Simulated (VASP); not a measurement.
Write the native input for VASP 6.6.1 that does the following.

```yaml
Task: single point
Functional: PBE
Dispersion: D3(BJ)
Potentials_or_basis: VASP PAW PBE potentials, release 64 (S, Zr_sv)
Cutoff: 400 eV
k_mesh: 9 × 9 × 1
Occupations: gaussian, width 0.02 eV
Spin: no spin polarisation
Dipole_correction: yes
Further_INCAR_settings: ALGO = Normal; EDIFF = 1e-06; NBANDS = 19; NELMDL = -8
```

The structure of ZrS2 lies in POSCAR:

```
ZrS2
1.0
    3.6490000000      0.0000000000      0.0000000000
   -1.8245000000      3.1601266984      0.0000000000
    0.0000000000      0.0000000000     31.8416303012
S Zr
2 1
Direct
    0.6666666667      0.3333333333      0.4541951845
    0.3333333333      0.6666666667      0.5458048155
    0.0000000000      0.0000000000      0.5000000000
```

These files were run (other wordings do the same):

INCAR

```
SYSTEM = ZrS2
  PREC = Accurate
  ENCUT = 400
  EDIFF = 1E-6
  ISMEAR = 0
  SIGMA = 0.02
  LREAL = .FALSE.
  LASPH = .TRUE.
  NELM = 120
  ALGO = Normal
  ISIF = 2
  LWAVE = .FALSE.
  LCHARG = .TRUE.
  LDIPOL = .TRUE.
  IDIPOL = 3
  DIPOL = 0.5 0.5 0.500
  GGA = PE
  IVDW = 12
  LELF = .TRUE.
  LVHAR = .TRUE.
  LVACPOTAV = .TRUE.
  NBANDS = 19
  GGA_COMPAT = .FALSE.
  NELMDL = -8
```

KPOINTS

```
regular mesh
0
G
  9 9 1
  0 0 0
```

Potentials or basis: VASP PAW PBE potentials, release 64 (S, Zr_sv).

Launch:

```sh
$ cat potpaw_PBE.64/S/POTCAR potpaw_PBE.64/Zr_sv/POTCAR > POTCAR
$ mpirun -np 1 vasp_std > vasp.out
```

Results of the run:

```json
{
  "Largest force": "0.008 eV/Å",
  "Band gap on the k mesh": "1.13 eV (least direct gap 1.69 eV)",
  "Dispersion energy per atom": "-0.246 eV"
}
```

Run time: 2.9 min on 1 thread of Intel Xeon 8259CL, with other jobs on the host, peak memory 0.36 GiB.
